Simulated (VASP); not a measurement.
Input of a VASP 6.6.1 run:

INCAR

```
SYSTEM = Li2TiO2
PREC     = Accurate       ! precision mode
ENCUT    = 600            ! plane-wave cutoff, eV
EDIFF    = 1E-7           ! SCF threshold, eV
ISMEAR   = 0              ! smearing method
SIGMA    = 0.1            ! smearing width, eV
LREAL    = .False.        ! projectors in reciprocal space
LASPH    = .True.         ! aspherical terms in the spheres
NELM     = 100            ! most SCF steps
ALGO     = Normal         ! electronic algorithm
ISIF     = 4              ! what is computed and relaxed
LWAVE    = .False.        ! write WAVECAR
LCHARG   = .False.        ! write CHGCAR
GGA      = PE             ! functional
IBRION   = 2              ! ionic algorithm
NSW      = 50             ! ionic steps
EDIFFG   = -0.01          ! ionic threshold
```

The input KPOINTS:

```
regular mesh
0
Gamma
  14 14 14
  0 0 0
```

The input POSCAR:

```
Li2TiO2
1.0
   -1.4490781623      1.8990639045      4.6477342703
    1.4490781623     -1.8990639045      4.6477342703
    1.4490781623      1.8990639045     -4.6477342703
Li Ti O
2 1 2
Direct
    0.3031676513      0.3031676513      0.0000000000
    0.6968323487      0.6968323487      0.0000000000
    0.0000000000      0.0000000000      0.0000000000
    0.8558143772      0.3558143772      0.5000000000
    0.1441856228      0.6441856228      0.5000000000
```

Potentials or basis: VASP PAW PBE potentials, release 64 (Li_sv, Ti_sv, O).

Command:

```sh
$ cat potpaw_PBE.64/Li_sv/POTCAR potpaw_PBE.64/Ti_sv/POTCAR potpaw_PBE.64/O/POTCAR > POTCAR
$ mpirun -np 1 vasp_std > vasp.out
```

Task: Estimate the band gap on the k mesh.

Result: Zero (band 15 reaches 6.89 eV, above the bottom of band 16 at 6.15 eV).

Step by step:
```tsv
step	energy change (eV)	largest force (eV/Å)	pressure (GPa)	volume (Å³)
1	0.0000	0.3241	3.87	51.16
2	-0.0070	0.0558	2.42	51.16
3	-0.0071	0.0351	2.60	51.16
4	-0.0072	0.0302	2.58	51.16
5	-0.0075	0.0158	2.57	51.16
6	-0.0074	0.0137	2.51	51.16
7	-0.0076	0.0053	2.54	51.16
8	-0.0077	0.0017	2.53	51.16
9	-0.0077	0.0047	2.51	51.16
```

Caveat: the cell differs from its parent crystal (volume scaled by 0.97); the cutoff is under 1.25 times the usual one of these potentials, so pressure, stress and relaxed cells hold a basis-set (Pulay) error.
